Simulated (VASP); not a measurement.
# MoS2 (P-3m1) in VASP: a series of runs, part 3 of 3

VASP 6.6.1. Earlier steps stand in the parts before.

## 6. Single point, r2SCAN

Contents of POSCAR:

```
MoS2
1.0
    3.2812618807      0.0000000000      0.0000000000
   -1.6406304320      2.8416554540      0.0000000000
    0.0000000000      0.0000000000      6.2387309193
Mo S
1 2
Direct
    0.0000000000      0.0000000000      0.5000000000
    0.3333333333      0.6666666667      0.2590506369
    0.6666666667      0.3333333333      0.7409493631
```

Contents of INCAR.step1:

```
ALGO = Normal ; EDIFF = 1E-4
ENCUT = 520 ; GGA = PE
ISMEAR = 0 ; LASPH = True
LCHARG = False ; LREAL = False
LWAVE = True ; NBANDS = 20
NELM = 60 ; PREC = Accurate
SIGMA = 0.1
```

Contents of INCAR.step2:

```
ALGO = Normal ; EDIFF = 1E-7
ENCUT = 520 ; ISIF = 2
ISMEAR = 0 ; ISTART = 1
LASPH = True ; LCHARG = False
LMIXTAU = True ; LREAL = False
LWAVE = False ; METAGGA = R2SCAN
NBANDS = 20 ; NELM = 60
PREC = Accurate ; SIGMA = 0.1
```

Contents of KPOINTS:

```
k-points
0
Gamma
  4 4 2
```

Potentials or basis: VASP PAW PBE potentials, release 64 (Mo_sv, S).

On the command line:

```
> cat potpaw_PBE.64/Mo_sv/POTCAR potpaw_PBE.64/S/POTCAR > POTCAR
> cp INCAR.step1 INCAR
> mpirun -np 1 vasp_std > vasp.out
> cp INCAR.step2 INCAR
> mpirun -np 1 vasp_std > vasp.out
```

OUTCAR:

```text
EDIFF = 1E-7
   ENCUT = 520
   ISIF = 2
   ISMEAR = 0
   ISTART = 1
   LASPH = True
   LREAL = False
   METAGGA = R2SCAN
   NELM = 60
   PREC = Accurate

 ion  position               nearest neighbor table
   1  0.000  0.000  0.500-   2 2.42   3 2.42   3 2.42   2 2.42   3 2.42   2 2.42
   2  0.333  0.667  0.259-   1 2.42   1 2.42   1 2.42
   3  0.667  0.333  0.741-   1 2.42   1 2.42   1 2.42

  LATTYP: Found a hexagonal cell.
[... 360 lines left out ...]

  FORCE on cell =-STRESS in cart. coord.  units (eV):
  Direction    XX          YY          ZZ          XY          YZ          ZX
  --------------------------------------------------------------------------------------
  -------------------------------------------------------------------------------------
  Total       -0.0018200     -0.0018200     -0.0579201     -0.0000000      0.0000000      0.0000000
  in kB       -0.0501261     -0.0501260     -1.5952608     -0.0000000      0.0000000      0.0000000
  external PRESSURE =      -0.5651710 kB  Pullay stress =       0.0000000 kB

 VOLUME and BASIS-vectors are now :
 -----------------------------------------------------------------------------
  energy-cutoff  :      520.00
  volume of cell :       58.17
      direct lattice vectors                 reciprocal lattice vectors
     3.281261881  0.000000000  0.000000000     0.304760801  0.175953719  0.000000000
    -1.640630432  2.841655454  0.000000000     0.000000000  0.351907547  0.000000000
     0.000000000  0.000000000  6.238730919     0.000000000  0.000000000  0.160289010

 POSITION                                       TOTAL-FORCE (eV/Angst)
 -----------------------------------------------------------------------------------
      0.00000      0.00000      3.11937         0.000000      0.000000      0.000000
      0.00000      1.89444      1.61615        -0.000000      0.000000     -0.047798
      1.64063      0.94722      4.62258         0.000000      0.000000      0.047798
 -----------------------------------------------------------------------------------
    total drift:                               -0.000000     -0.000000      0.000000

  FREE ENERGIE OF THE ION-ELECTRON SYSTEM (eV)
  ---------------------------------------------------
  free  energy   TOTEN  =       -44.0893510562 eV

  energy  without entropy=      -44.0718721718  energy(sigma->0) =      -44.08061161
```

OUTCAR.step1:

```text
EDIFF = 1E-4
   ENCUT = 520
   GGA = PE
   ISMEAR = 0
[... 391 lines left out ...]
      0.00000      0.00000      3.11937         0.000000      0.000000      0.000000
      0.00000      1.89444      1.61615        -0.000000      0.000000     -0.214725
      1.64063      0.94722      4.62258         0.000000      0.000000      0.214725
 -----------------------------------------------------------------------------------
    total drift:                               -0.000000     -0.000000      0.000000

  FREE ENERGIE OF THE ION-ELECTRON SYSTEM (eV)
  ---------------------------------------------------
  free  energy   TOTEN  =       -20.9167574915 eV

  energy  without entropy=      -20.8983839870  energy(sigma->0) =      -20.90757074
```

It took 86 s on 1 thread of AMD EPYC 7R13, shared host; peak memory 0.14 GiB.

Results:

- Free energy: -44.0894 eV
- Pressure: -0.1 GPa
- Largest force: 0.048 eV/Å
- Band gap on the k mesh: zero (band 13 reaches 6.50 eV, above the bottom of band 14 at 5.92 eV)

Forces on the atoms (eV/Å):
```
Mo   0.000  0.000  0.000
S    0.000  0.000 -0.048
S    0.000  0.000  0.048
```

Caveat: the k points lie up to 0.55 Å⁻¹ apart; the PAW data sets were made with another functional, which shifts forces and pressure a little.

## 7. Single point, r2SCAN

Contents of POSCAR:

```
MoS2
1.0
    3.2812519559      0.0000000000      0.0000000000
   -1.6406254696      2.8416468589      0.0000000000
    0.0000000000      0.0000000000      6.2385494450
Mo S
1 2
Direct
    0.0000000000      0.0000000000      0.5000000000
    0.3333333333      0.6666666667      0.2589322743
    0.6666666667      0.3333333333      0.7410677257
```

Contents of INCAR.step1:

```
SYSTEM = MoS2
  ALGO = Normal
  EDIFF = 1E-4
  ENCUT = 520
  GGA = PE
  ISMEAR = 0
  LASPH = .True.
  LCHARG = .False.
  LREAL = .False.
  LWAVE = .True.
  NBANDS = 20
  NELM = 80
  PREC = Accurate
  SIGMA = 0.1
```

Contents of INCAR.step2:

```
SYSTEM = MoS2
  ALGO = Normal
  EDIFF = 1E-6
  ENCUT = 520
  ISIF = 2
  ISMEAR = 0
  ISTART = 1
  LASPH = .True.
  LCHARG = .False.
  LMIXTAU = .True.
  LREAL = .False.
  LWAVE = .False.
  METAGGA = R2SCAN
  NBANDS = 20
  NELM = 80
  PREC = Accurate
  SIGMA = 0.1
```

Contents of KPOINTS:

```
k-points
0
Gamma
  4 4 2
  0 0 0
```

On the command line:

```
> cat potpaw_PBE.64/Mo_sv/POTCAR potpaw_PBE.64/S/POTCAR > POTCAR
> cp INCAR.step1 INCAR
> mpirun -np 1 vasp_std > vasp.out
> cp INCAR.step2 INCAR
> mpirun -np 1 vasp_std > vasp.out
```

Run time: 73 s. Hardware: 1 thread of AMD EPYC 7R13, shared host; peak memory 0.14 GiB.

Results (log left out):

```yaml
Free_energy: -44.0894 eV
Pressure: -0.1 GPa
Largest_force: 0.036 eV/Å
Band_gap_on_the_k_mesh: zero (band 13 reaches 6.50 eV, above the bottom of band 14 at 5.92 eV)
```

Forces in eV/Å, atoms in the order of the input:
```
Mo   0.000  0.000  0.000
S    0.000  0.000 -0.036
S    0.000  0.000  0.036
```

Stress tensor (GPa, compression positive):
```
-0.05  0.00  0.00
 0.00 -0.05  0.00
 0.00  0.00 -0.26
```

Levels at points of the mesh, in eV from the Fermi level:
```
           k point  band 11  band 12  band 13  band 14  band 15  band 16
(0.00, 0.00, 0.00)    -1.03    -1.03    -0.75    -0.55    -0.55     3.41
(0.50, 0.00, 0.00)    -3.34    -2.02    -1.56     0.80     1.68     3.86
(0.00, 0.00, 0.50)    -1.04    -1.04    -0.62    -0.62     0.18     3.59
(0.50, 0.00, 0.50)    -2.52    -1.92    -1.87     0.80     1.67     3.52
```

Caveat: the k points lie up to 0.55 Å⁻¹ apart; the PAW data sets were made with another functional, which shifts forces and pressure a little.
